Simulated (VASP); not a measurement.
Runs of VASP 6.6.1 on MoH4. The structure is that of space group P4/mmm (No. 123), or close to it. The cells are those of the table. 

| task | spin | cell | k mesh | cutoff (eV) | gap on the mesh (eV) | pressure (GPa) | relaxed volume (Å³/atom) | largest force (eV/Å) |
| --- | --- | --- | --- | --- | --- | --- | --- | --- |
| single point | off | a = 2.783, b = 2.783, c = 5.863 Å, 5 atoms | 6 × 6 × 4 | 520 | none | 0.0 | - | 0.01 |
| single point | off | a = 2.793, b = 2.793, c = 5.864 Å, 5 atoms | 4 × 4 × 4 | 520 | none | -0.2 | - | - |
| relaxation of cell and atoms | off | relaxed from a = 2.793, b = 2.793, c = 5.864 Å, 5 atoms | 6 × 6 × 4 | 600 | none | 0.1 | 9.09 | 0.02 |
| relaxation of cell and atoms | off | relaxed from a = 3.831, b = 3.831, c = 5.418 Å, 5 atoms | 4 × 4 × 4 | 600 | none | 0.1 | 8.13 | 0.02 |
| relaxation of cell and atoms | off | relaxed from a = 2.783, b = 2.783, c = 5.863 Å, 5 atoms | 14 × 14 × 6 | 600 | none | 0.0 | 9.09 | - |
| single point | collinear, ferromagnetic start | a = 2.783, b = 2.783, c = 5.863 Å, 5 atoms | 6 × 6 × 4 | 520 | none | 0.0 | - | 0.01 |
| single point | off | a = 2.789, b = 2.789, c = 5.932 Å, 5 atoms | 14 × 14 × 6 | 520 | none | 0.0 | - | 0.01 |
| single point | off | a = 3.831, b = 3.831, c = 5.418 Å, 5 atoms | 4 × 4 × 4 | 520 | none | (a) | - | 1.41 |

Alike in all rows: level PBE; potentials or basis VASP PAW PBE potentials, release 64 (H, Mo_sv); smearing gaussian 0.1 eV.

Q: Estimate the missing entries.

A: (a) -21.6.

Caveats: some runs use coarse meshes; the volume moved by over 15 % at a fixed basis, so the end points are rough (some runs); forces of over 1 eV/Å act on the atoms, so gaps and moduli don't describe the material at rest (some runs).

A k mesh can miss the band edges, and the runs leave out spin-orbit coupling on Mo.

A gap of «none» marks levels without a gap at the run's occupations.
